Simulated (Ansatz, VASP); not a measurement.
B in VASP and in Ansatz

INCAR

```
SYSTEM = B
PREC     = Accurate       ! precision mode
ENCUT    = 520            ! plane-wave cutoff, eV
EDIFF    = 1E-7           ! SCF threshold, eV
ISMEAR   = 0              ! smearing method
SIGMA    = 0.15           ! smearing width, eV
LREAL    = .False.        ! projectors in reciprocal space
LASPH    = .True.         ! aspherical terms in the spheres
NELM     = 60             ! most SCF steps
ALGO     = Normal         ! electronic algorithm
ISIF     = 2              ! what is computed and relaxed
LWAVE    = .False.        ! write WAVECAR
LCHARG   = .True.         ! write CHGCAR
LELF     = .True.         ! ELF
LVHAR    = .True.       
NBANDS   = 8              ! bands
```

Contents of KPOINTS:

```
regular mesh
0
Gamma
  33 33 14
  0 0 0
```

Contents of POSCAR:

```
B
1.0
    1.6173118970      0.0000000000      0.0000000000
   -0.8086559485      1.4006331887      0.0000000000
    0.0000000000      0.0000000000      3.6354228500
B
1
Direct
    0.0000000000      0.0000000000      0.0000000000
```

Input for Ansatz:

```yaml
crystal:
  lattice:
    - [1.617311897, 0.0, 0.0]
    - [-0.8086559485, 1.4006331887, 0.0]
    - [0.0, 0.0, 3.63542285]
  atoms:
    - { symbol: B, position: [0.0, 0.0, 0.0] }
basis:
  ecutwfc: 420
kpoints:
  mp_grid: { grid: [33, 33, 14] }
hamiltonian:
  xc: lda
scf:
  occupations: { method: gaussian, width: 0.15 }
output:
  forces: true
  stress: true
  eigenvalues: true
```

Change from the starting cell: strain -0.050 along x and y, +0.000 along z, atoms carried along.

Alike in both runs: task single point; functional LDA; k mesh 33 × 33 × 14; occupations gaussian, width 0.15 eV; no spin polarisation.

```csv
,VASP,Ansatz
version,VASP 6.6.1,Ansatz 0.2.0
potentials or method,"VASP PAW LDA potentials, release 64 (B), cutoff 520 eV","scalar-relativistic, plane waves, PAW"
valence electrons in the cell,3,3
```

|  | VASP | Ansatz | Ansatz less VASP |
| --- | --- | --- | --- |
| gap on the k mesh at the Fermi level (eV) | none | none | - |
| pressure (GPa) | 31.8 | 31.7 | -0.13 |
| traceless stress, the component that is largest in VASP (GPa) | -33.78 | -33.50 | +0.277 |

LDA's correlation is that of Perdew and Zunger in VASP and of Perdew and Wang (1992) in Ansatz. A gap of «none» marks a metal or a gap that the smearing closes. Both programs put the cell under a high pressure, so it lies far from rest at this level.
